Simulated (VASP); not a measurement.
Runs of VASP 6.6.1 on InSe2. It takes space group P4/nmm (No. 129, tetragonal). The conventional cell has a = 3.895 Å, b = 3.895 Å, c = 9.626 Å, α = 90.00°, β = 90.00°, γ = 90.00°. In (site symmetry 4mm) has 9 Se at 2.84 to 3.43 Å within 3.7 Å. Se (site symmetry 4mm) has 5 In at 2.84 to 3.28 Å and 12 Se at 3.77 to 4.03 Å within 4.1 Å. Within 3.6 Å of Se (site symmetry -4m2) lie 4 Se at 2.75 Å and 4 In at 3.43 Å. 

| k mesh | cutoff (eV) | smearing | gap on the mesh (eV) | pressure (GPa) | largest force (eV/Å) |
| --- | --- | --- | --- | --- | --- |
| 5 × 5 × 2 | 520 | gaussian 0.2 eV | none | (a) | 0.08 |
| 8 × 8 × 4 | 520 | gaussian 0.1 eV | none | -3.3 | 0.15 |
| 10 × 10 × 4 | 520 | gaussian 0.1 eV | none | -3.3 | 0.10 |
| 4 × 4 × 2 | 520 | gaussian 0.1 eV | none | -3.0 | 0.19 |
| 6 × 6 × 4, shifted | 520 | gaussian 0.1 eV | none | -3.2 | 0.13 |
| 16 × 16 × 6 | 500 | gaussian 0.1 eV | none | -3.4 | 0.10 |
| 6 × 6 × 4 | 520 | gaussian 0.1 eV | none | -3.4 | 0.08 |
| 2 × 2 × 1 | 520 | gaussian 0.1 eV | none | -1.0 | 0.23 |

Alike in all rows: task single point; level PBEsol; potentials or basis VASP PAW PBE potentials, release 64 (In_d, Se); no spin polarisation; cell as given.

Task: Fill in the values left out.

Result: (a) -3.5.

Caveats: some runs use coarse meshes; the PAW data sets were made with another functional, which shifts forces and pressure a little; spin-orbit coupling is left out, which moves the levels of the heavy elements; the cell stands under tension (at least some runs).

A k mesh can miss the band edges, and the runs leave out spin-orbit coupling on In, Se.

A gap of «none» marks levels without a gap at the run's occupations.
